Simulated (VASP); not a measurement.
# InP (Fm-3m) in VASP: notebook

Runs on InP. Level: PBE. Tasks: single point.

Everything below comes from runs of VASP 6.6.1. Logs are shortened: lines on timing, memory, paths and dates and some standing lists are left out, and cuts for length are marked.

### 1 The cell of the first run

The structure is cubic, space group Fm-3m (No. 225). Conventional cell: a = 5.465 Å, b = 5.465 Å, c = 5.465 Å, α = 90.00°, β = 90.00°, γ = 90.00°. In (site symmetry m-3m) has 6 P at 2.73 Å within 3.6 Å. P (site symmetry m-3m) has 6 In at 2.73 Å within 3.6 Å.

### 2 Single point, PBE (volume scaled by 0.960)

Input file INCAR:

```
SYSTEM = InP
  ALGO = Normal
  EDIFF = 1E-6
  ENCUT = 520
  GGA = PE
  ISIF = 2
  ISMEAR = 0
  LASPH = .TRUE.
  LCHARG = .FALSE.
  LREAL = .FALSE.
  LWAVE = .FALSE.
  NBANDS = 16
  NELM = 80
  PREC = Accurate
  SIGMA = 0.05
```

Input file KPOINTS:

```
k-points
0
G
  10 10 10
  0 0 0
```

Input file POSCAR:

```
InP
1.0
    0.0000000000      2.7325118252      2.7325118252
    2.7325118252      0.0000000000      2.7325118252
    2.7325118252      2.7325118252      0.0000000000
In P
1 1
Direct
    0.0000000000      0.0000000000      0.0000000000
    0.5000000000      0.5000000000      0.5000000000
```

Potentials or basis: VASP PAW PBE potentials, release 64 (In_d, P).

Launch:

```sh
$ cat potpaw_PBE.64/In_d/POTCAR potpaw_PBE.64/P/POTCAR > POTCAR
$ mpirun -np 1 vasp_std > vasp.out
```

OUTCAR:

```text
SYSTEM = InP
   EDIFF = 1E-6
   ENCUT = 520
   GGA = PE
   ISIF = 2
   ISMEAR = 0
   LASPH = .TRUE.
   LREAL = .FALSE.
   NELM = 80
   PREC = Accurate

 ion  position               nearest neighbor table
   1  0.000  0.000  0.000-   2 2.73   2 2.73   2 2.73   2 2.73   2 2.73   2 2.73
   2  0.500  0.500  0.500-   1 2.73   1 2.73   1 2.73   1 2.73   1 2.73   1 2.73

  LATTYP: Found a face centered cubic cell.
 ALAT       =     5.4650236504

  Lattice vectors:

 A1 = (   0.0000000000,   2.7325118252,   2.7325118252)
 A2 = (   2.7325118252,   0.0000000000,   2.7325118252)
 A3 = (   2.7325118252,   2.7325118252,   0.0000000000)

Analysis of symmetry for initial positions (statically):
=====================================================================
 Subroutine PRICEL returns:
 Original cell was already a primitive cell.

 Routine SETGRP: Setting up the symmetry group for a
 face centered cubic supercell.

 Subroutine GETGRP returns: Found 48 space group operations
 (whereof 48 operations were pure point group operations)
 out of a pool of 48 trial point group operations.

The static configuration has the point symmetry O_h .

Analysis of symmetry for dynamics (positions and initial velocities):
=====================================================================
 Subroutine PRICEL returns:
 Original cell was already a primitive cell.

 Routine SETGRP: Setting up the symmetry group for a
 face centered cubic supercell.

 Subroutine GETGRP returns: Found 48 space group operations
 (whereof 48 operations were pure point group operations)
 out of a pool of 48 trial point group operations.

The dynamic configuration has the point symmetry O_h .

 Subroutine INISYM returns: Found 48 space group operations
 (whereof 48 operations are pure point group operations),
 and found     1 'primitive' translations

----------------------------------------------------------------------------------------

                                     Primitive cell

  volume of cell :      40.8053

  direct lattice vectors                    reciprocal lattice vectors
     0.000000000  2.732511825  2.732511825    -0.182981825  0.182981825  0.182981825
     2.732511825  0.000000000  2.732511825     0.182981825 -0.182981825  0.182981825
     2.732511825  2.732511825  0.000000000     0.182981825  0.182981825 -0.182981825

  length of vectors
     3.864355283  3.864355283  3.864355283     0.316933817  0.316933817  0.316933817

  position of ions in fractional coordinates (direct lattice)
[... 75 lines left out ...]
   LSORBIT =      F    spin-orbit coupling
   LASPH  =      T    aspherical Exc in radial PAW
   ENCUT  =  520.0 eV  38.22 Ry    6.18 a.u.   7.19  7.19  7.19*2*pi/ulx,y,z
   NELM   =     80;   NELMIN=  2; NELMDL= -5     # of ELM steps
   EDIFF  = 0.1E-05   stopping-criterion for ELM
   LREAL  =      F    real-space projection
   EDIFFG = 0.1E-04   stopping-criterion for IOM
   NSW    =      0    number of steps for IOM
   IBRION =     -1    ionic relax: 0-MD 1-quasi-New 2-CG
   NFREE  =      0    steps in history (QN), initial steepest desc. (CG)
   ISIF   =      2    stress and relaxation
   ISYM   =      2    0-nonsym 1-usesym 2-fastsym
   POTIM  = 0.5000    time-step for ionic-motion
   TEBEG  =    0.0;   TEEND  =   0.0 temperature during run
   PSTRESS=    0.0 pullay stress
   NELECT =      18.0000    total number of electrons
   NUPDOWN=      -1.0000    fix difference up-down
   EMIN   =  10.00;   EMAX   =-10.00  energy-range for DOS
   EFERMI =   0.00;   METHOD = LEGACY
   ISMEAR =     0;   SIGMA  =   0.05  broadening in eV -4-tet -1-fermi 0-gaus
   EFERMI_NEDOS =   21; number of points for ismear=-14 and -15
   IALGO  =     38    algorithm
   IMIX   =      4    mixing-type and parameters
     AMIX     =   0.40;   BMIX     =  1.00
     AMIX_MAG =   1.60;   BMIX_MAG =  1.00
  volume/ion in A,a.u.               =      20.40       137.68
  Fermi-wavevector in a.u.,A,eV,Ry     =   1.246217  2.355008 21.130615  1.553056
  Thomas-Fermi vector in A             =   2.380404
   LORBIT       =      0    0 simple, 1 ext, 2 COOP (PROOUT), +10 PAW based schemes
   GGA     = PE    functional components
   LHFCALC =     F    Hartree Fock is set to
   AEXX    =    0.0000 exact exchange contribution
   IVDW    =     0    specifies the selected vdW correction
   LEPSILON=     F    determine dielectric tensor
   LRPA    =     F    only Hartree local field effects (RPA)
 non-spin polarized calculation
 Gauss-broadening in eV      SIGMA  =   0.05
  energy-cutoff  :      520.00
  volume of cell :       40.81
 maximum number of plane-waves:      1113
 NGX is ok and might be reduce to    30
   NGX = 15   NGY = 15   NGZ = 15

 number of electron      17.9999999 magnetization

 Free energy of the ion-electron system (eV)
  ---------------------------------------------------
  ext. energy  EPLUGINS =         0.00000000
  ---------------------------------------------------
  free energy    TOTEN  =        -7.90823302 eV

  energy without entropy =       -7.90720304  energy(sigma->0) =       -7.90771803

 E-fermi :   7.5116     XC(G=0): -10.5814

 val. band max:        7.4420381198   @ k =   0.3000   0.0000   0.0000
 cond. band min:       7.5279753584   @ k =  -0.1000   0.1000   0.0000
 fundamental gap:      0.0859372386
 Fermi energy:         7.5116039873

 k-point     1 :       0.0000    0.0000    0.0000
  band No.  band energies     occupation
      1      -6.7201      2.00000
      2      -6.7201      2.00000
      3      -6.6971      2.00000
      4      -6.6971      2.00000
      5      -6.6971      2.00000
      6      -4.7864      2.00000
[... 433 lines left out ...]
      3      -6.6885      2.00000
      4      -6.6029      2.00000
      5      -6.5949      2.00000
      6      -2.5340      2.00000
[... 8 lines left out ...]
     15      19.6117      0.00000
     16      20.9843      0.00000

 [... further k-points ...]
[... 5 lines left out ...]
  --------------------------------------------------------------------------------------
  -------------------------------------------------------------------------------------
  Total        0.8314391      0.8314391      0.8314391      0.0000000     -0.0000000      0.0000000
  in kB       32.6456176     32.6456176     32.6456176      0.0000000     -0.0000000      0.0000000
  external PRESSURE =      32.6456176 kB  Pullay stress =       0.0000000 kB

 VOLUME and BASIS-vectors are now :
 -----------------------------------------------------------------------------
  energy-cutoff  :      520.00
  volume of cell :       40.81
      direct lattice vectors                 reciprocal lattice vectors
     0.000000000  2.732511825  2.732511825    -0.182981825  0.182981825  0.182981825
     2.732511825  0.000000000  2.732511825     0.182981825 -0.182981825  0.182981825
     2.732511825  2.732511825  0.000000000     0.182981825  0.182981825 -0.182981825

 POSITION                                       TOTAL-FORCE (eV/Angst)
 -----------------------------------------------------------------------------------
      0.00000      0.00000      0.00000         0.000000      0.000000      0.000000
      2.73251      2.73251      2.73251         0.000000      0.000000     -0.000000
 -----------------------------------------------------------------------------------
    total drift:                               -0.000000      0.000000      0.000000

  FREE ENERGIE OF THE ION-ELECTRON SYSTEM (eV)
  ---------------------------------------------------
  free  energy   TOTEN  =        -7.9082330175 eV

  energy  without entropy=       -7.9072030387  energy(sigma->0) =       -7.90771803
```

OSZICAR:

```text
N       E                     dE             d eps       ncg     rms          rms(c)
DAV:   1     0.107610266695E+03    0.10761E+03   -0.85661E+03  1528   0.135E+03
DAV:   2    -0.148154688374E+01   -0.10909E+03   -0.10452E+03  1680   0.307E+02
DAV:   3    -0.806181808212E+01   -0.65803E+01   -0.64824E+01  2008   0.716E+01
DAV:   4    -0.821155022141E+01   -0.14973E+00   -0.14968E+00  1848   0.109E+01
DAV:   5    -0.821819284441E+01   -0.66426E-02   -0.66423E-02  2216   0.211E+00    0.511E+00
DAV:   6    -0.791883379518E+01    0.29936E+00   -0.52141E-01  2256   0.127E+01    0.292E+00
DAV:   7    -0.790861243578E+01    0.10221E-01   -0.78748E-02  2216   0.242E+00    0.124E+00
DAV:   8    -0.790813307018E+01    0.47937E-03   -0.60701E-03  1904   0.980E-01    0.144E-01
DAV:   9    -0.790820522919E+01   -0.72159E-04   -0.38965E-04  2272   0.322E-01    0.831E-02
DAV:  10    -0.790822174511E+01   -0.16516E-04   -0.35973E-05  2096   0.542E-02    0.390E-02
DAV:  11    -0.790823227966E+01   -0.10535E-04   -0.10044E-05  1880   0.243E-02    0.772E-03
DAV:  12    -0.790823301749E+01   -0.73783E-06   -0.14484E-06  1464   0.191E-02
   1 F= -.79082330E+01 E0= -.79077180E+01  d E =-.102998E-02
```

Run time: 27 s. Hardware: 1 thread of Intel Xeon Platinum 8488C (Sapphire Rapids), shared host; peak memory 0.18 GiB.

Results:

| Item | Value |
| --- | --- |
| Free energy | -7.9082 eV |
| Pressure | 3.3 GPa |
| Band gap on the k mesh | zero (band 9 reaches 7.81 eV, above the bottom of band 10 at 5.08 eV) |

Levels at points of the mesh, in eV from the Fermi level:
```tsv
k point	band 6	band 7	band 8	band 9	band 10	band 11	band 12	band 13
(0.00, 0.00, 0.00)	-12.30	-0.30	-0.30	-0.30	0.87	7.13	7.13	7.13
(0.50, 0.00, 0.00)	-10.10	-6.82	0.17	0.17	2.53	3.42	3.42	5.53
(0.50, 0.50, 0.00)	-8.87	-5.18	-2.45	-2.45	-2.43	3.78	10.23	10.23
```

Caveat: spin-orbit coupling is left out, which moves the levels of the heavy elements.

[end of part 1 of 2]
